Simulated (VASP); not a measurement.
# KBr (I4/mmm) in VASP: further runs, part 2 of 2

VASP 6.6.1. Earlier steps stand in the parts before.

**4. Single point, PBEsol (strain +0.040 along x and y, -0.080 along z)**

INCAR reads:

```
SYSTEM = KBr
ALGO     = Normal         ! electronic algorithm
EDIFF    = 1E-7           ! SCF threshold, eV
ENCUT    = 520            ! plane-wave cutoff, eV
GGA      = PS             ! functional
ISIF     = 2              ! what is computed and relaxed
ISMEAR   = 0              ! smearing method
LASPH    = .TRUE.         ! aspherical terms in the spheres
LCHARG   = .FALSE.        ! write CHGCAR
LREAL    = .FALSE.        ! projectors in reciprocal space
LWAVE    = .FALSE.        ! write WAVECAR
NBANDS   = 15             ! bands
NELM     = 100            ! most SCF steps
PREC     = Accurate       ! precision mode
SIGMA    = 0.05           ! smearing width, eV
```

KPOINTS reads:

```
k-points
0
G
  6 6 6
  0 0 0
```

POSCAR reads:

```
KBr
1.0
    0.0000000000      3.4058737286      3.0128882984
    3.4058737286      0.0000000000      3.0128882984
    3.4058737286      3.4058737286      0.0000000000
K Br
1 1
Direct
    0.0000000000      0.0000000000      0.0000000000
    0.5000000000      0.5000000000      0.5000000000
```

Potentials or basis: VASP PAW PBE potentials, release 64 (K_sv, Br).

The run is started by

```
$ cat potpaw_PBE.64/K_sv/POTCAR potpaw_PBE.64/Br/POTCAR > POTCAR
$ mpirun -np 1 vasp_std > vasp.out
```

OUTCAR:

```text
SYSTEM = KBr
   EDIFF = 1E-7
   ENCUT = 520
   GGA = PS
   ISIF = 2
   ISMEAR = 0
   LASPH = .TRUE.
   LREAL = .FALSE.
   NELM = 100
   PREC = Accurate

 ion  position               nearest neighbor table
   1  0.000  0.000  0.000-   2 3.01   2 3.01
   2  0.500  0.500  0.500-   1 3.01   1 3.01

  LATTYP: Found a body centered tetragonal cell.
 ALAT       =     4.8166328187
 C/A-ratio  =     1.2510350744

  Lattice vectors:

 A1 = (   0.0000000000,  -3.4058737286,  -3.0128882984)
 A2 = (   0.0000000000,   3.4058737286,  -3.0128882984)
 A3 = (   3.4058737286,   0.0000000000,   3.0128882984)

Analysis of symmetry for initial positions (statically):
=====================================================================
 Subroutine PRICEL returns:
 Original cell was already a primitive cell.

 Routine SETGRP: Setting up the symmetry group for a
 body centered tetragonal supercell.

 Subroutine GETGRP returns: Found 16 space group operations
 (whereof 16 operations were pure point group operations)
 out of a pool of 16 trial point group operations.

The static configuration has the point symmetry D_4h.

Analysis of symmetry for dynamics (positions and initial velocities):
=====================================================================
 Subroutine PRICEL returns:
 Original cell was already a primitive cell.

 Routine SETGRP: Setting up the symmetry group for a
 body centered tetragonal supercell.

 Subroutine GETGRP returns: Found 16 space group operations
 (whereof 16 operations were pure point group operations)
 out of a pool of 16 trial point group operations.

The dynamic configuration has the point symmetry D_4h.

 Subroutine INISYM returns: Found 16 space group operations
 (whereof 16 operations are pure point group operations),
 and found     1 'primitive' translations

----------------------------------------------------------------------------------------

                                     Primitive cell

  volume of cell :      69.8989

  direct lattice vectors                    reciprocal lattice vectors
     0.000000000  3.405873729  3.012888298    -0.146805208  0.146805208  0.165953713
     3.405873729  0.000000000  3.012888298     0.146805208 -0.146805208  0.165953713
     3.405873729  3.405873729  0.000000000     0.146805208  0.146805208 -0.165953713

  length of vectors
     4.547248812  4.547248812  4.816632819     0.265789715  0.265789715  0.265789715

  position of ions in fractional coordinates (direct lattice)
     0.000000000  0.000000000  0.000000000
     0.500000000  0.500000000  0.500000000

  ion indices of the primitive-cell ions
   primitive index   ion index
                 1           1
                 2           2

----------------------------------------------------------------------------------------

 KPOINTS: k-points

Automatic generation of k-mesh.
 Grid dimensions read from file:
 generate k-points for:    6    6    6

 Generating k-lattice:

  Cartesian coordinates                     Fractional coordinates (reciprocal lattice)
    -0.024467535  0.024467535  0.027658952     0.166666667  0.000000000  0.000000000
[... 42 lines left out ...]
   number of dos      NEDOS =    301   number of ions     NIONS =      2
   total plane-waves  NPLWV =  46656
   dimension x,y,z NGX =    36 NGY =   36 NGZ =   36
   dimension x,y,z NGXF=    72 NGYF=   72 NGZF=   72
   ions per type =               1   1
   NGX,Y,Z   is equivalent  to a cutoff of  13.16, 13.16, 12.43 a.u.
   NGXF,Y,Z  is equivalent  to a cutoff of  26.32, 26.32, 24.85 a.u.
 SYSTEM =  KBr
   PREC   = accura    normal or accurate (medium, high low for compatibility)
   ISTART =      0    job   : 0-new  1-cont  2-samecut
   ICHARG =      2    charge: 1-file 2-atom 10-const
   ISPIN  =      1    spin polarized calculation?
   LNONCOLLINEAR =      F non collinear calculations
   LSORBIT =      F    spin-orbit coupling
   LASPH  =      T    aspherical Exc in radial PAW
   ENCUT  =  520.0 eV  38.22 Ry    6.18 a.u.   8.45  8.45  8.96*2*pi/ulx,y,z
   NELM   =    100;   NELMIN=  2; NELMDL= -5     # of ELM steps
   EDIFF  = 0.1E-06   stopping-criterion for ELM
   LREAL  =      F    real-space projection
   EDIFFG = 0.1E-05   stopping-criterion for IOM
   NSW    =      0    number of steps for IOM
   IBRION =     -1    ionic relax: 0-MD 1-quasi-New 2-CG
   NFREE  =      0    steps in history (QN), initial steepest desc. (CG)
   ISIF   =      2    stress and relaxation
   ISYM   =      2    0-nonsym 1-usesym 2-fastsym
   POTIM  = 0.5000    time-step for ionic-motion
   TEBEG  =    0.0;   TEEND  =   0.0 temperature during run
   PSTRESS=    0.0 pullay stress
   NELECT =      16.0000    total number of electrons
   NUPDOWN=      -1.0000    fix difference up-down
   EMIN   =  10.00;   EMAX   =-10.00  energy-range for DOS
   EFERMI =   0.00;   METHOD = LEGACY
   ISMEAR =     0;   SIGMA  =   0.05  broadening in eV -4-tet -1-fermi 0-gaus
   EFERMI_NEDOS =   21; number of points for ismear=-14 and -15
   IALGO  =     38    algorithm
   IMIX   =      4    mixing-type and parameters
     AMIX     =   0.40;   BMIX     =  1.00
     AMIX_MAG =   1.60;   BMIX_MAG =  1.00
  volume/ion in A,a.u.               =      34.95       235.85
  Fermi-wavevector in a.u.,A,eV,Ry     =   1.001440  1.892447 13.645030  1.002881
  Thomas-Fermi vector in A             =   2.133862
   LORBIT       =      0    0 simple, 1 ext, 2 COOP (PROOUT), +10 PAW based schemes
   GGA     = PS    functional components
   LHFCALC =     F    Hartree Fock is set to
   AEXX    =    0.0000 exact exchange contribution
   IVDW    =     0    specifies the selected vdW correction
   LEPSILON=     F    determine dielectric tensor
   LRPA    =     F    only Hartree local field effects (RPA)
 non-spin polarized calculation
 Gauss-broadening in eV      SIGMA  =   0.05
  energy-cutoff  :      520.00
  volume of cell :       69.90
 maximum number of plane-waves:      1899
 NGX is ok and might be reduce to    36
   NGX = 17   NGY = 17   NGZ = 17

 number of electron      16.0000001 magnetization

 Free energy of the ion-electron system (eV)
  ---------------------------------------------------
  ext. energy  EPLUGINS =         0.00000000
  ---------------------------------------------------
  free energy    TOTEN  =        -6.37051872 eV

  energy without entropy =       -6.37051872  energy(sigma->0) =       -6.37051872

 E-fermi :  -1.3545     XC(G=0):  -7.6391

 val. band max:       -1.6305868188   @ k =   0.0000   0.0000   0.0000
 cond. band min:       2.5985791999   @ k =   0.0000   0.0000   0.0000
 fundamental gap:      4.2291660187
 Fermi energy:        -1.3544894312

 k-point     1 :       0.0000    0.0000    0.0000
  band No.  band energies     occupation
      1     -29.2344      2.00000
      2     -14.0734      2.00000
      3     -12.8223      2.00000
      4     -12.7797      2.00000
      5     -12.7797      2.00000
      6      -1.7393      2.00000
      7      -1.7393      2.00000
      8      -1.6306      2.00000
      9       2.5986      0.00000
     10       5.5904      0.00000
     11       5.5904      0.00000
     12       6.3685      0.00000
     13       6.3922      0.00000
     14       7.0839      0.00000
[... 401 lines left out ...]
      2     -14.0796      2.00000
      3     -12.8631      2.00000
      4     -12.8094      2.00000
      5     -12.7376      2.00000
      6      -2.6029      2.00000
      7      -2.1398      2.00000
      8      -1.9732      2.00000
      9       4.5342      0.00000
     10       5.6750      0.00000
     11       7.0788      0.00000
     12       7.9312      0.00000
     13       8.0703      0.00000
     14       8.8045      0.00000
     15       9.0812      0.00000

 [... further k-points ...]

------------------------ aborting loop because EDIFF is reached ----------------------------------------

  FORCE on cell =-STRESS in cart. coord.  units (eV):
  Direction    XX          YY          ZZ          XY          YZ          ZX
  --------------------------------------------------------------------------------------
  -------------------------------------------------------------------------------------
  Total       -0.3801412     -0.3801412      2.0435537      0.0000000      0.0000000      0.0000000
  in kB       -8.7133550     -8.7133550     46.8410387      0.0000000      0.0000000      0.0000000
  external PRESSURE =       9.8047763 kB  Pullay stress =       0.0000000 kB

 VOLUME and BASIS-vectors are now :
 -----------------------------------------------------------------------------
  energy-cutoff  :      520.00
  volume of cell :       69.90
      direct lattice vectors                 reciprocal lattice vectors
     0.000000000  3.405873729  3.012888298    -0.146805208  0.146805208  0.165953713
     3.405873729  0.000000000  3.012888298     0.146805208 -0.146805208  0.165953713
     3.405873729  3.405873729  0.000000000     0.146805208  0.146805208 -0.165953713

 POSITION                                       TOTAL-FORCE (eV/Angst)
 -----------------------------------------------------------------------------------
      0.00000      0.00000      0.00000         0.000000     -0.000000      0.000000
      3.40587      3.40587      3.01289        -0.000000      0.000000     -0.000000
 -----------------------------------------------------------------------------------
    total drift:                                0.000000      0.000000      0.000000

  FREE ENERGIE OF THE ION-ELECTRON SYSTEM (eV)
  ---------------------------------------------------
  free  energy   TOTEN  =        -6.3705187178 eV

  energy  without entropy=       -6.3705187178  energy(sigma->0) =       -6.37051872
```

Wall time 14 s (1 thread of Intel Xeon 6975P-C (Granite Rapids), shared host); peak memory 0.21 GiB.

Results:

```
Free energy            : -6.3705 eV
Pressure               : 1.0 GPa
Band gap on the k mesh : 4.23 eV, direct
```

Caveat: the cell differs from its parent crystal (strain +0.040 along x and y, -0.080 along z); the PAW data sets were made with another functional, which shifts forces and pressure a little.

**5. The runs side by side**

```csv
cell,gap on the mesh (eV),pressure (GPa)
"a = 4.540, b = 4.540, c = 4.631 Å, angles 59.3, 59.3, 61.3°, 2 atoms",4.41,0.9
"a = 4.732, b = 4.732, c = 4.446 Å, angles 62.0, 62.0, 56.0°, 2 atoms",4.30,0.8
"a = 4.547, b = 4.547, c = 4.817 Å, angles 58.0, 58.0, 64.0°, 2 atoms",4.23,1.0
```

Alike in all rows: task single point; level PBEsol; potentials or basis VASP PAW PBE potentials, release 64 (K_sv, Br); no spin polarisation; k mesh 6 × 6 × 6; cutoff (eV) 520; smearing gaussian 0.05 eV.

Caveats: the PAW data sets were made with another functional, which shifts forces and pressure a little.

Absolute energies hang on the potentials; compare differences alone.
